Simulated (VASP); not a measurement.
# NbCd3 (Pm-3m) in VASP: further runs

NbCd3 is run at these levels: PBE, BLYP, RPBE; tasks: single point.

All numbers are computed with VASP 6.6.1; they aren't measurements. Logs are shortened: lines on timing, memory, paths and dates and some standing lists are left out, and cuts for length are marked.

### Step 1. The cell of the first run

The structure is cubic, space group Pm-3m (No. 221). Conventional cell: a = 4.215 Å, b = 4.215 Å, c = 4.215 Å, α = 90.00°, β = 90.00°, γ = 90.00°. Within 3.9 Å of Nb (site symmetry m-3m) lie 12 Cd at 2.98 Å. Cd (site symmetry 4/mmm) has 4 Nb at 2.98 Å and 8 Cd at 2.98 Å within 3.9 Å.

### Step 2. Single point, PBE

Input file INCAR:

```
PREC = Accurate
ENCUT = 520
EDIFF = 1E-6
ISMEAR = -1
SIGMA = 0.1
LREAL = False
LASPH = True
NELM = 60
ALGO = Normal
ISIF = 2
LWAVE = False
LCHARG = False
GGA = PE
NBANDS = 32
```

Input file KPOINTS:

```
regular mesh
0
Gamma
  5 5 5
```

Input file POSCAR:

```
NbCd3
1.0
    4.2150000000      0.0000000000      0.0000000000
    0.0000000000      4.2150000000      0.0000000000
    0.0000000000      0.0000000000      4.2150000000
Nb Cd
1 3
Direct
    0.0000000000      0.0000000000      0.0000000000
    0.0000000000      0.5000000000      0.5000000000
    0.5000000000      0.0000000000      0.5000000000
    0.5000000000      0.5000000000      0.0000000000
```

Potentials or basis: VASP PAW PBE potentials, release 64 (Nb_sv, Cd).

On the command line:

```sh
$ cat potpaw_PBE.64/Nb_sv/POTCAR potpaw_PBE.64/Cd/POTCAR > POTCAR
$ mpirun -np 1 vasp_std > vasp.out
```

OUTCAR:

```text
PREC = Accurate
   ENCUT = 520
   EDIFF = 1E-6
   ISMEAR = -1
   LREAL = False
   LASPH = True
   NELM = 60
   ISIF = 2
   GGA = PE

 ion  position               nearest neighbor table
   1  0.000  0.000  0.000-   2 2.98   3 2.98   4 2.98   2 2.98   3 2.98   2 2.98   4 2.98   2 2.98
                             3 2.98   4 2.98   3 2.98   4 2.98
   2  0.000  0.500  0.500-   1 2.98   3 2.98   4 2.98   1 2.98   4 2.98   1 2.98   3 2.98   1 2.98
                             3 2.98   4 2.98   4 2.98   3 2.98
   3  0.500  0.000  0.500-   1 2.98   2 2.98   4 2.98   1 2.98   4 2.98   2 2.98   4 2.98   4 2.98
                             1 2.98   2 2.98   1 2.98   2 2.98
   4  0.500  0.500  0.000-   1 2.98   2 2.98   3 2.98   2 2.98   3 2.98   1 2.98   3 2.98   3 2.98
                             1 2.98   2 2.98   2 2.98   1 2.98

  LATTYP: Found a simple cubic cell.
 ALAT       =     4.2150000000

  Lattice vectors:

 A1 = (   4.2150000000,   0.0000000000,   0.0000000000)
 A2 = (   0.0000000000,   4.2150000000,   0.0000000000)
 A3 = (   0.0000000000,   0.0000000000,   4.2150000000)

Analysis of symmetry for initial positions (statically):
=====================================================================
 Subroutine PRICEL returns:
 Original cell was already a primitive cell.

 Routine SETGRP: Setting up the symmetry group for a
 simple cubic supercell.

 Subroutine GETGRP returns: Found 48 space group operations
 (whereof 48 operations were pure point group operations)
 out of a pool of 48 trial point group operations.

The static configuration has the point symmetry O_h .

Analysis of symmetry for dynamics (positions and initial velocities):
=====================================================================
 Subroutine PRICEL returns:
 Original cell was already a primitive cell.

 Routine SETGRP: Setting up the symmetry group for a
 simple cubic supercell.

 Subroutine GETGRP returns: Found 48 space group operations
 (whereof 48 operations were pure point group operations)
 out of a pool of 48 trial point group operations.

The dynamic configuration has the point symmetry O_h .

 Subroutine INISYM returns: Found 48 space group operations
 (whereof 48 operations are pure point group operations),
 and found     1 'primitive' translations

----------------------------------------------------------------------------------------

                                     Primitive cell

  volume of cell :      74.8846

  direct lattice vectors                    reciprocal lattice vectors
     4.215000000  0.000000000  0.000000000     0.237247924  0.000000000  0.000000000
     0.000000000  4.215000000  0.000000000     0.000000000  0.237247924  0.000000000
     0.000000000  0.000000000  4.215000000     0.000000000  0.000000000  0.237247924

  length of vectors
     4.215000000  4.215000000  4.215000000     0.237247924  0.237247924  0.237247924

  position of ions in fractional coordinates (direct lattice)
     0.000000000  0.000000000  0.000000000
     0.000000000  0.500000000  0.500000000
     0.500000000  0.000000000  0.500000000
     0.500000000  0.500000000  0.000000000

  ion indices of the primitive-cell ions
   primitive index   ion index
                 1           1
                 2           2
                 3           3
                 4           4

----------------------------------------------------------------------------------------

 KPOINTS: regular mesh

Automatic generation of k-mesh.
 Grid dimensions read from file:
 generate k-points for:    5    5    5

 Generating k-lattice:

  Cartesian coordinates                     Fractional coordinates (reciprocal lattice)
     0.047449585  0.000000000  0.000000000     0.200000000  0.000000000  0.000000000
     0.000000000  0.047449585  0.000000000     0.000000000  0.200000000  0.000000000
     0.000000000  0.000000000  0.047449585     0.000000000  0.000000000  0.200000000

  Length of vectors
     0.047449585  0.047449585  0.047449585

  Shift w.r.t. Gamma in fractional coordinates (k-lattice)
     0.000000000  0.000000000  0.000000000

 Subroutine IBZKPT returns following result:
 ===========================================

 Found     10 irreducible k-points:

 Following reciprocal coordinates:
            Coordinates               Weight
  0.000000  0.000000  0.000000      1.000000
  0.200000  0.000000  0.000000      6.000000
  0.400000  0.000000  0.000000      6.000000
  0.200000  0.200000  0.000000     12.000000
  0.400000  0.200000  0.000000     24.000000
  0.400000  0.400000  0.000000     12.000000
  0.200000  0.200000  0.200000      8.000000
  0.400000  0.200000  0.200000     24.000000
  0.400000  0.400000  0.200000     24.000000
  0.400000  0.400000  0.400000      8.000000
   k-points           NKPTS =     10   k-points in BZ     NKDIM =     10   number of bands    NBANDS=     32
   number of dos      NEDOS =    301   number of ions     NIONS =      4
   total plane-waves  NPLWV =  32768
   dimension x,y,z NGX =    32 NGY =   32 NGZ =   32
   dimension x,y,z NGXF=    64 NGYF=   64 NGZF=   64
   ions per type =               1   3
   NGX,Y,Z   is equivalent  to a cutoff of  12.62, 12.62, 12.62 a.u.
   NGXF,Y,Z  is equivalent  to a cutoff of  25.24, 25.24, 25.24 a.u.
 SYSTEM =  unknown system
   PREC   = accura    normal or accurate (medium, high low for compatibility)
   ISTART =      0    job   : 0-new  1-cont  2-samecut
   ICHARG =      2    charge: 1-file 2-atom 10-const
   ISPIN  =      1    spin polarized calculation?
   LNONCOLLINEAR =      F non collinear calculations
   LSORBIT =      F    spin-orbit coupling
   LASPH  =      T    aspherical Exc in radial PAW
   ENCUT  =  520.0 eV  38.22 Ry    6.18 a.u.   7.84  7.84  7.84*2*pi/ulx,y,z
   NELM   =     60;   NELMIN=  2; NELMDL= -5     # of ELM steps
   EDIFF  = 0.1E-05   stopping-criterion for ELM
   LREAL  =      F    real-space projection
   EDIFFG = 0.1E-04   stopping-criterion for IOM
   NSW    =      0    number of steps for IOM
   IBRION =     -1    ionic relax: 0-MD 1-quasi-New 2-CG
   NFREE  =      0    steps in history (QN), initial steepest desc. (CG)
   ISIF   =      2    stress and relaxation
   ISYM   =      2    0-nonsym 1-usesym 2-fastsym
   POTIM  = 0.5000    time-step for ionic-motion
   TEBEG  =    0.0;   TEEND  =   0.0 temperature during run
   PSTRESS=    0.0 pullay stress
   NELECT =      49.0000    total number of electrons
   NUPDOWN=      -1.0000    fix difference up-down
   EMIN   =  10.00;   EMAX   =-10.00  energy-range for DOS
   EFERMI =   0.00;   METHOD = LEGACY
   ISMEAR =    -1;   SIGMA  =   0.10  broadening in eV -4-tet -1-fermi 0-gaus
   EFERMI_NEDOS =   21; number of points for ismear=-14 and -15
   IALGO  =     38    algorithm
   IMIX   =      4    mixing-type and parameters
     AMIX     =   0.40;   BMIX     =  1.00
     AMIX_MAG =   1.60;   BMIX_MAG =  1.00
  volume/ion in A,a.u.               =      18.72       126.34
  Fermi-wavevector in a.u.,A,eV,Ry     =   1.421268  2.685807 27.483802  2.020002
  Thomas-Fermi vector in A             =   2.542096
   LORBIT       =      0    0 simple, 1 ext, 2 COOP (PROOUT), +10 PAW based schemes
   GGA     = PE    functional components
   LHFCALC =     F    Hartree Fock is set to
   AEXX    =    0.0000 exact exchange contribution
   IVDW    =     0    specifies the selected vdW correction
   LEPSILON=     F    determine dielectric tensor
   LRPA    =     F    only Hartree local field effects (RPA)
 non-spin polarized calculation
  energy-cutoff  :      520.00
  volume of cell :       74.88
 maximum number of plane-waves:      2030
 NGX is ok and might be reduce to    32
   NGX = 15   NGY = 15   NGZ = 15

 number of electron      49.0000040 magnetization

 Free energy of the ion-electron system (eV)
  ---------------------------------------------------
  ext. energy  EPLUGINS =         0.00000000
  ---------------------------------------------------
  free energy    TOTEN  =       -11.77101729 eV

  energy without entropy =      -11.69185317  energy(sigma->0) =      -11.73143523

 E-fermi :   5.1795     XC(G=0): -11.9538

 val. band max:        5.1100498376   @ k =   0.2000   0.2000   0.2000
 cond. band min:       5.4896319155   @ k =   0.0000   0.0000   0.0000
 fundamental gap:      0.3795820778
 Fermi energy:         5.1794598998

 k-point     1 :       0.0000    0.0000    0.0000
  band No.  band energies     occupation
      1     -49.6052      2.00000
      2     -25.6746      2.00000
      3     -25.6746      2.00000
      4     -25.6746      2.00000
      5      -4.4582      2.00000
      6      -4.2298      2.00000
[... 24 lines left out ...]
     31      11.2436      0.00000
     32      12.9215      0.00000

 k-point     2 :       0.2000    0.0000    0.0000
  band No.  band energies     occupation
      1     -49.6050      2.00000
      2     -25.6827      2.00000
      3     -25.6750      2.00000
      4     -25.6750      2.00000
      5      -4.3183      2.00000
      6      -4.1761      2.00000
[... 24 lines left out ...]
     31      12.8987      0.00000
     32      12.8987      0.00000

 k-point     3 :       0.4000    0.0000    0.0000
  band No.  band energies     occupation
      1     -49.6046      2.00000
      2     -25.6957      2.00000
      3     -25.6756      2.00000
      4     -25.6756      2.00000
      5      -4.0714      2.00000
      6      -4.0260      2.00000
[... 24 lines left out ...]
     31      11.3110      0.00000
     32      11.3110      0.00000

 k-point     4 :       0.2000    0.2000    0.0000
  band No.  band energies     occupation
      1     -49.6048      2.00000
      2     -25.6836      2.00000
      3     -25.6814      2.00000
      4     -25.6754      2.00000
      5      -4.2103      2.00000
      6      -4.0897      2.00000
[... 164 lines left out ...]
     31      12.4339      0.00000
     32      13.2163      0.00000

 k-point     9 :       0.4000    0.4000    0.2000
  band No.  band energies     occupation
      1     -49.6039      2.00000
      2     -25.6918      2.00000
      3     -25.6909      2.00000
      4     -25.6812      2.00000
      5      -3.9837      2.00000
      6      -3.8145      2.00000
[... 24 lines left out ...]
     31      10.6624      0.00000
     32      12.5802      0.00000

 k-point    10 :       0.4000    0.4000    0.4000
  band No.  band energies     occupation
      1     -49.6037      2.00000
      2     -25.6901      2.00000
      3     -25.6888      2.00000
      4     -25.6888      2.00000
      5      -4.0817      2.00000
      6      -4.0175      2.00000
[... 24 lines left out ...]
     31       9.6408      0.00000
     32      10.7062      0.00000

------------------------ aborting loop because EDIFF is reached ----------------------------------------

  FORCE on cell =-STRESS in cart. coord.  units (eV):
  Direction    XX          YY          ZZ          XY          YZ          ZX
  --------------------------------------------------------------------------------------
  -------------------------------------------------------------------------------------
  Total        3.6880278      3.6880278      3.6880278     -0.0000000      0.0000000     -0.0000000
  in kB       78.9063638     78.9063638     78.9063638     -0.0000000      0.0000000     -0.0000000
  external PRESSURE =      78.9063638 kB  Pullay stress =       0.0000000 kB

 VOLUME and BASIS-vectors are now :
 -----------------------------------------------------------------------------
  energy-cutoff  :      520.00
  volume of cell :       74.88
      direct lattice vectors                 reciprocal lattice vectors
     4.215000000  0.000000000  0.000000000     0.237247924  0.000000000  0.000000000
     0.000000000  4.215000000  0.000000000     0.000000000  0.237247924  0.000000000
     0.000000000  0.000000000  4.215000000     0.000000000  0.000000000  0.237247924

 POSITION                                       TOTAL-FORCE (eV/Angst)
 -----------------------------------------------------------------------------------
      0.00000      0.00000      0.00000         0.000000      0.000000      0.000000
      0.00000      2.10750      2.10750         0.000000      0.000000      0.000000
      2.10750      0.00000      2.10750         0.000000      0.000000      0.000000
      2.10750      2.10750      0.00000         0.000000      0.000000      0.000000
 -----------------------------------------------------------------------------------
    total drift:                                0.000000     -0.000000     -0.000000

  FREE ENERGIE OF THE ION-ELECTRON SYSTEM (eV)
  ---------------------------------------------------
  free  energy   TOTEN  =       -11.7710172871 eV

  energy  without entropy=      -11.6918531719  energy(sigma->0) =      -11.73143523
```

Wall time 19 s (1 thread of AMD EPYC 7R13 (Zen 3), shared host); peak memory 0.15 GiB.

What came out:

* Free energy: -11.7710 eV
* Pressure: 7.9 GPa
* Band gap on the k mesh: zero (an odd number of electrons rules out a gap without spin polarisation)

Levels at points of the mesh, in eV from the Fermi level:
```
           k point  band 22  band 23  band 24  band 25  band 26  band 27
(0.00, 0.00, 0.00)    -0.84     0.31     0.31     0.31     1.37     1.37
```

Caveat: the cell stands under pressure.

### Step 3. Single point, BLYP

Input file INCAR:

```
SYSTEM = NbCd3
  PREC = Accurate
  ENCUT = 520
  EDIFF = 1E-7
  ISMEAR = -1
  SIGMA = 0.1
  LREAL = .False.
  LASPH = .True.
  NELM = 100
  ALGO = Normal
  ISIF = 2
  LWAVE = .False.
  LCHARG = .False.
  GGA = B5
  ALDAX = 1.0
  AGGAX = 1.0
  AGGAC = 1.0
  ALDAC = 0.0
  NBANDS = 32
```

Input file KPOINTS:

```
Automatic mesh
0
Gamma
  5 5 5
  0 0 0
```

POSCAR is that of step 2.

Potentials or basis: VASP PAW PBE potentials, release 64 (Nb_sv, Cd).

On the command line:

```sh
$ cat potpaw_PBE.64/Nb_sv/POTCAR potpaw_PBE.64/Cd/POTCAR > POTCAR
$ mpirun -np 1 vasp_std > vasp.out
```

It took 37 s on 1 thread of AMD EPYC 7R13 (Zen 3), shared host; peak memory 0.14 GiB.

The run converged. Its results:

| Property | Result |
| --- | --- |
| Free energy | -8.0485 eV |
| Pressure | 14.3 GPa |
| Band gap on the k mesh | zero (an odd number of electrons rules out a gap without spin polarisation) |

Levels at points of the mesh, in eV from the Fermi level:
```
           k point  band 20  band 21  band 22  band 23  band 24  band 25  band 26  band 27  band 28  band 29
(0.00, 0.00, 0.00)    -7.64    -0.85    -0.85     0.38     0.38     0.38     1.33     1.33     1.33     5.85
```

Caveat: the cell stands under pressure; the PAW data sets were made with another functional, which shifts forces and pressure a little.

### Step 4. Single point, RPBE

Input file INCAR:

```
PREC = Accurate
ENCUT = 520
EDIFF = 1E-6
ISMEAR = -1
SIGMA = 0.1
LREAL = F
LASPH = T
NELM = 80
ALGO = Normal
ISIF = 2
LWAVE = F
LCHARG = F
GGA = RP
NBANDS = 32
```

Input file KPOINTS:

```
Automatic mesh
0
Gamma
  5 5 5
```

POSCAR is that of step 3.

On the command line:

```sh
$ cat potpaw_PBE.64/Nb_sv/POTCAR potpaw_PBE.64/Cd/POTCAR > POTCAR
$ mpirun -np 1 vasp_std > vasp.out
```

Run time: 19 s. Hardware: 1 thread of AMD EPYC 7R13 (Zen 3), shared host; peak memory 0.15 GiB.

Results (log left out):

- Free energy: -9.8354 eV
- Pressure: 11.2 GPa
- Band gap on the k mesh: zero (an odd number of electrons rules out a gap without spin polarisation)

Levels at points of the mesh, in eV from the Fermi level:
```tsv
k point	band 22	band 23	band 24	band 25	band 26	band 27
(0.00, 0.00, 0.00)	-0.84	0.32	0.32	0.32	1.35	1.35
```

Caveat: the cell stands under pressure; the PAW data sets were made with another functional, which shifts forces and pressure a little.

### Step 5. The runs side by side

| level | gap on the mesh (eV) | pressure (GPa) |
| --- | --- | --- |
| PBE | none | 7.9 |
| BLYP | none | 14.3 |
| RPBE | none | 11.2 |

Alike in all rows: task single point; potentials or basis VASP PAW PBE potentials, release 64 (Nb_sv, Cd); no spin polarisation; cell as given; k mesh 5 × 5 × 5; cutoff (eV) 520; smearing fermi-dirac 0.1 eV.

The pressure there spans 7.9 GPa (PBE) to 14.3 GPa (BLYP); a positive pressure means that this level wants a larger cell, a negative one a smaller.

Caveats: the cell stands under pressure; the PAW data sets were made with another functional, which shifts forces and pressure a little (at least some runs).

Total energies depend on the potentials used, so only differences within one code and one set of settings carry meaning.
